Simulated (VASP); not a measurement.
**Fe: single point with LDA**

Crystal: Fe.

```
Fe
1.0
    -1.34982    1.34982    1.34982
     1.34982   -1.34982    1.34982
     1.34982    1.34982   -1.34982
Fe
1
Cartesian
  0.0000 0.0000 0.0000
```

```yaml
Program: VASP 6.6.1
Task: single point
Functional: LDA
Potentials_or_basis: VASP PAW LDA potentials, release 64 (Fe)
Cutoff: 600 eV
k_mesh: 16 × 16 × 16
Occupations: fermi-dirac, width 1 eV
Spin: no spin polarisation
```

* Pressure: 35.8 GPa
* Band gap on the k mesh: zero (band 4 reaches 8.79 eV, above the bottom of band 5 at 6.46 eV)

Levels at points of the mesh, in eV from the Fermi level:
```
           k point  band 2  band 3  band 4  band 5  band 6  band 7
(0.00, 0.00, 0.00)   -2.06   -2.06   -2.06   -0.11   -0.11   26.01
(0.50, 0.00, 0.00)   -3.52   -0.12    0.18    0.28    1.49    9.10
(0.50, 0.50, 0.50)   -5.29    1.13    1.13    1.13   10.79   10.79
```

It took 6.3 s on 1 thread of Intel(R) Xeon(R) 6975P-C (Granite Rapids), on a shared host, peak memory 0.13 GiB.

Caveat: the run has no spin polarisation, though such a crystal can be magnetic. Spin polarisation is off, so any magnetic state and its effect on volume and gap are missing.
